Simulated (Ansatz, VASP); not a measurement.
One calculation of Ru16CO, two programs

Contents of INCAR:

```
PREC = Accurate ; ENCUT = 520
EDIFF = 1E-7 ; ISMEAR = 0
SIGMA = 0.1 ; LREAL = Auto
LASPH = True ; NELM = 100
ALGO = Normal ; ISIF = 2
LWAVE = False ; LCHARG = True
LDIPOL = True ; IDIPOL = 3
DIPOL = 0.5 0.5 0.316 ; GGA = PE
IVDW = 12 ; LELF = True
LVHAR = True ; LVACPOTAV = True
NBANDS = 132
```

Contents of KPOINTS:

```
regular mesh
0
Gamma
  6 6 1
```

The input POSCAR:

```
Ru16CO
1.0
    5.3951895594      0.0000000000      0.0000000000
   -2.6975947797      4.6723712167      0.0000000000
    0.0000000000      0.0000000000     25.0883144398
Ru O C
16 1 1
Direct
    0.3333333333      0.1666666667      0.1594367772
    0.3333333333      0.6666666667      0.1594367772
    0.8333333333      0.1666666667      0.1594367772
    0.8333333333      0.6666666667      0.1594367772
    0.1666666667      0.3333333333      0.2444528113
    0.1666666667      0.8333333333      0.2444528113
    0.6666666667      0.3333333333      0.2444528113
    0.6666666667      0.8333333333      0.2444528113
    0.3333333333      0.1666666667      0.3293143402
    0.3333333333      0.6666666667      0.3293143402
    0.8333333333      0.1666666667      0.3293143402
    0.8333333333      0.6666666667      0.3293143402
    0.1666666667      0.3333333333      0.4120768840
    0.1666666667      0.8333333333      0.4120768840
    0.6666666667      0.3333333333      0.4120768840
    0.6666666667      0.8333333333      0.4120768840
    0.1666666667      0.3333333333      0.5316544669
    0.1666666667      0.3333333333      0.5774925404
```

Input for Ansatz:

```yaml
crystal:
  lattice:
    - [5.3951895594, 0.0, 0.0]
    - [-2.6975947797, 4.6723712167, 0.0]
    - [0.0, 0.0, 25.0883144398]
  atoms:
    - { symbol: Ru, position: [0.3333333333, 0.1666666667, 0.1594367772] }
    - { symbol: Ru, position: [0.3333333333, 0.6666666667, 0.1594367772] }
    - { symbol: Ru, position: [0.8333333333, 0.1666666667, 0.1594367772] }
    - { symbol: Ru, position: [0.8333333333, 0.6666666667, 0.1594367772] }
    - { symbol: Ru, position: [0.1666666667, 0.3333333333, 0.2444528113] }
    - { symbol: Ru, position: [0.1666666667, 0.8333333333, 0.2444528113] }
    - { symbol: Ru, position: [0.6666666667, 0.3333333333, 0.2444528113] }
    - { symbol: Ru, position: [0.6666666667, 0.8333333333, 0.2444528113] }
    - { symbol: Ru, position: [0.3333333333, 0.1666666667, 0.3293143402] }
    - { symbol: Ru, position: [0.3333333333, 0.6666666667, 0.3293143402] }
    - { symbol: Ru, position: [0.8333333333, 0.1666666667, 0.3293143402] }
    - { symbol: Ru, position: [0.8333333333, 0.6666666667, 0.3293143402] }
    - { symbol: Ru, position: [0.1666666667, 0.3333333333, 0.412076884] }
    - { symbol: Ru, position: [0.1666666667, 0.8333333333, 0.412076884] }
    - { symbol: Ru, position: [0.6666666667, 0.3333333333, 0.412076884] }
    - { symbol: Ru, position: [0.6666666667, 0.8333333333, 0.412076884] }
    - { symbol: O, position: [0.1666666667, 0.3333333333, 0.5316544669] }
    - { symbol: C, position: [0.1666666667, 0.3333333333, 0.5774925404] }
basis:
  ecutwfc: 420
kpoints:
  mp_grid: { grid: [6, 6, 1] }
hamiltonian:
  xc: pbe
  dispersion: d3bj
scf:
  occupations: { method: gaussian, width: 0.1 }
output:
  forces: true
  eigenvalues: true
efield:
  axis: 3
  dipole_correction: true
  ramp_width: 0.04
```

Alike in both runs: task single point; functional PBE; dispersion D3(BJ); k mesh 6 × 6 × 1; occupations gaussian, width 0.1 eV; no spin polarisation.

|  | VASP | Ansatz |
| --- | --- | --- |
| version | VASP 6.6.1 | Ansatz 0.2.0 |
| potentials or method | VASP PAW PBE potentials, release 64 (Ru_pv, O, C), cutoff 520 eV | scalar-relativistic, plane waves, PAW |
| valence electrons in the cell | 234 | 266 |

VASP gave:

* gap on the k mesh at the Fermi level (eV): none
* rms of the force components (eV/Å): 0.240
* work function, face that differs most (eV): 4.88

Problem. Estimate Ansatz's values.

Solution. gap on the k mesh at the Fermi level (eV): none; rms of the force components (eV/Å): 0.356; work function, face that differs most (eV): 4.90.

Atom by atom the forces differ by 0.163 eV/Å (rms over components). A gap of «none» marks a metal or a gap that the smearing closes. One of these differences is far larger than is usual between the two programs; its cause wasn't traced. VASP's potentials hold 234 valence electrons a cell and Ansatz's 266, so a difference there can come from the potentials and not from the codes.

Noted on VASP's run: the standard files for N, O and F lose accuracy on very short bonds.
